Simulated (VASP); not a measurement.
# Sc (P6_3/mmc) in VASP: single point with PBE

Aim: the single point of Sc with PBE.

Program: VASP 6.6.1. These are calculated values, not measurements. Logs are shortened: lines on timing, memory, paths and dates and some standing lists are left out, and cuts for length are marked.

## (1) The cell of the first run

Symmetry: P6_3/mmc, No. 194, hexagonal system. The conventional cell has a = 3.312 Å, b = 3.312 Å, c = 5.161 Å, α = 90.00°, β = 90.00°, γ = 120.00°. Within 4.2 Å of Sc (site symmetry -6m2) lie 12 Sc at 3.21 to 3.31 Å.

## (2) Single point, PBE

The input, INCAR:

```
ALGO = Normal ; EDIFF = 1E-7
ENCUT = 520 ; GGA = PE
ISIF = 2 ; ISMEAR = 0
LASPH = True ; LCHARG = True
LELF = True ; LREAL = False
LVHAR = True ; LWAVE = False
NBANDS = 18 ; NELM = 100
PREC = Accurate ; SIGMA = 0.05
```

The input, KPOINTS:

```
k-points
0
Gamma
  8 8 4
```

The input, POSCAR:

```
Sc
1.0
    3.3120073975      0.0000000000      0.0000000000
   -1.6560036987      2.8682825437      0.0000000000
    0.0000000000      0.0000000000      5.1605064606
Sc
2
Direct
    0.3333333333      0.6666666667      0.7500000000
    0.6666666667      0.3333333333      0.2500000000
```

Potentials or basis: VASP PAW PBE potentials, release 64 (Sc_sv).

Run with:

```sh
> cat potpaw_PBE.64/Sc_sv/POTCAR > POTCAR
> mpirun -np 1 vasp_std > vasp.out
```

OUTCAR:

```text
EDIFF = 1E-7
   ENCUT = 520
   GGA = PE
   ISIF = 2
   ISMEAR = 0
   LASPH = True
   LREAL = False
   NELM = 100
   PREC = Accurate

 ion  position               nearest neighbor table
   1  0.333  0.667  0.750-   2 3.21   2 3.21   2 3.21   2 3.21   2 3.21   2 3.21
   2  0.667  0.333  0.250-   1 3.21   1 3.21   1 3.21   1 3.21   1 3.21   1 3.21

  LATTYP: Found a hexagonal cell.
 ALAT       =     3.3120073975
 C/A-ratio  =     1.5581204512

  Lattice vectors:

 A1 = (   3.3120073975,   0.0000000000,   0.0000000000)
 A2 = (  -1.6560036987,   2.8682825437,   0.0000000000)
 A3 = (   0.0000000000,   0.0000000000,   5.1605064606)

Analysis of symmetry for initial positions (statically):
=====================================================================
 Subroutine PRICEL returns:
 Original cell was already a primitive cell.

 Routine SETGRP: Setting up the symmetry group for a
 hexagonal supercell.

 Subroutine GETGRP returns: Found 24 space group operations
 (whereof 12 operations were pure point group operations)
 out of a pool of 24 trial point group operations.

The static configuration has the point symmetry D_3d.
 The point group associated with its full space group is D_6h.

Analysis of symmetry for dynamics (positions and initial velocities):
=====================================================================
 Subroutine PRICEL returns:
 Original cell was already a primitive cell.

 Routine SETGRP: Setting up the symmetry group for a
 hexagonal supercell.

 Subroutine GETGRP returns: Found 24 space group operations
 (whereof 12 operations were pure point group operations)
 out of a pool of 24 trial point group operations.

The dynamic configuration has the point symmetry D_3d.
 The point group associated with its full space group is D_6h.

 Subroutine INISYM returns: Found 24 space group operations
 (whereof 12 operations are pure point group operations),
 and found     1 'primitive' translations

----------------------------------------------------------------------------------------

                                     Primitive cell

  volume of cell :      49.0236

  direct lattice vectors                    reciprocal lattice vectors
     3.312007397  0.000000000  0.000000000     0.301931693  0.174320344  0.000000000
    -1.656003699  2.868282544  0.000000000     0.000000000  0.348640688  0.000000000
[... 77 lines left out ...]
   ISTART =      0    job   : 0-new  1-cont  2-samecut
   ICHARG =      2    charge: 1-file 2-atom 10-const
   ISPIN  =      1    spin polarized calculation?
   LNONCOLLINEAR =      F non collinear calculations
   LSORBIT =      F    spin-orbit coupling
   LASPH  =      T    aspherical Exc in radial PAW
   ENCUT  =  520.0 eV  38.22 Ry    6.18 a.u.   6.16  6.16  9.60*2*pi/ulx,y,z
   NELM   =    100;   NELMIN=  2; NELMDL= -5     # of ELM steps
   EDIFF  = 0.1E-06   stopping-criterion for ELM
   LREAL  =      F    real-space projection
   EDIFFG = 0.1E-05   stopping-criterion for IOM
   NSW    =      0    number of steps for IOM
   IBRION =     -1    ionic relax: 0-MD 1-quasi-New 2-CG
   NFREE  =      0    steps in history (QN), initial steepest desc. (CG)
   ISIF   =      2    stress and relaxation
   ISYM   =      2    0-nonsym 1-usesym 2-fastsym
   POTIM  = 0.5000    time-step for ionic-motion
   TEBEG  =    0.0;   TEEND  =   0.0 temperature during run
   PSTRESS=    0.0 pullay stress
   NELECT =      22.0000    total number of electrons
   NUPDOWN=      -1.0000    fix difference up-down
   EMIN   =  10.00;   EMAX   =-10.00  energy-range for DOS
   EFERMI =   0.00;   METHOD = LEGACY
   ISMEAR =     0;   SIGMA  =   0.05  broadening in eV -4-tet -1-fermi 0-gaus
   EFERMI_NEDOS =   21; number of points for ismear=-14 and -15
   IALGO  =     38    algorithm
   IMIX   =      4    mixing-type and parameters
     AMIX     =   0.40;   BMIX     =  1.00
     AMIX_MAG =   1.60;   BMIX_MAG =  1.00
  volume/ion in A,a.u.               =      24.51       165.41
  Fermi-wavevector in a.u.,A,eV,Ry     =   1.253374  2.368533 21.374009  1.570945
  Thomas-Fermi vector in A             =   2.387229
   LORBIT       =      0    0 simple, 1 ext, 2 COOP (PROOUT), +10 PAW based schemes
   GGA     = PE    functional components
   LHFCALC =     F    Hartree Fock is set to
   AEXX    =    0.0000 exact exchange contribution
   IVDW    =     0    specifies the selected vdW correction
   LEPSILON=     F    determine dielectric tensor
   LRPA    =     F    only Hartree local field effects (RPA)
 non-spin polarized calculation
 Gauss-broadening in eV      SIGMA  =   0.05
  energy-cutoff  :      520.00
  volume of cell :       49.02
 maximum number of plane-waves:      1339
 NGX is ok and might be reduce to    28
   NGX = 13   NGY = 13   NGZ = 19

 number of electron      21.9999995 magnetization

 Free energy of the ion-electron system (eV)
  ---------------------------------------------------
  ext. energy  EPLUGINS =         0.00000000
  ---------------------------------------------------
  free energy    TOTEN  =       -12.51074160 eV

  energy without entropy =      -12.50718945  energy(sigma->0) =      -12.50896553

 E-fermi :   3.7198     XC(G=0):  -9.8993

 val. band max:        3.7185930359   @ k =   0.2500   0.1250   0.0000
 cond. band min:       3.7288260077   @ k =   0.1250   0.1250   0.2500
 fundamental gap:      0.0102329718
 Fermi energy:         3.7197660766

 k-point     1 :       0.0000    0.0000    0.0000
  band No.  band energies     occupation
      1     -45.6934      2.00000
      2     -45.6208      2.00000
      3     -24.5173      2.00000
      4     -24.1844      2.00000
      5     -24.1844      2.00000
      6     -24.1169      2.00000
[... 481 lines left out ...]
      5     -24.2036      2.00000
      6     -24.2036      2.00000
[... 10 lines left out ...]
     17       7.3575      0.00000
     18       7.3676      0.00000

 [... further k-points ...]
[... 5 lines left out ...]
  --------------------------------------------------------------------------------------
  -------------------------------------------------------------------------------------
  Total        0.0895017      0.0895017      0.0181515      0.0000000     -0.0000000      0.0000000
  in kB        2.9250701      2.9250701      0.5932233      0.0000000     -0.0000000      0.0000000
  external PRESSURE =       2.1477878 kB  Pullay stress =       0.0000000 kB

 VOLUME and BASIS-vectors are now :
 -----------------------------------------------------------------------------
  energy-cutoff  :      520.00
  volume of cell :       49.02
      direct lattice vectors                 reciprocal lattice vectors
     3.312007397  0.000000000  0.000000000     0.301931693  0.174320344  0.000000000
    -1.656003699  2.868282544  0.000000000     0.000000000  0.348640688  0.000000000
     0.000000000  0.000000000  5.160506461     0.000000000  0.000000000  0.193779430

 POSITION                                       TOTAL-FORCE (eV/Angst)
 -----------------------------------------------------------------------------------
     -0.00000      1.91219      3.87038         0.000000     -0.000000      0.000000
      1.65600      0.95609      1.29013        -0.000000      0.000000      0.000000
 -----------------------------------------------------------------------------------
    total drift:                               -0.000000      0.000000     -0.000000

  FREE ENERGIE OF THE ION-ELECTRON SYSTEM (eV)
  ---------------------------------------------------
  free  energy   TOTEN  =       -12.5107416017 eV

  energy  without entropy=      -12.5071894515  energy(sigma->0) =      -12.50896553
```

It took 24 s on 1 thread of Intel Xeon Platinum 8488C (Sapphire Rapids), shared host; peak memory 0.18 GiB.

What came out:

```
Free energy            : -12.5107 eV
Pressure               : 0.2 GPa
Band gap on the k mesh : zero (band 11 reaches 4.69 eV, above the bottom of band 12 at 3.20 eV)
```

Stress tensor (GPa, compression positive):
```
0.29 0.00 0.00
0.00 0.29 0.00
0.00 0.00 0.06
```
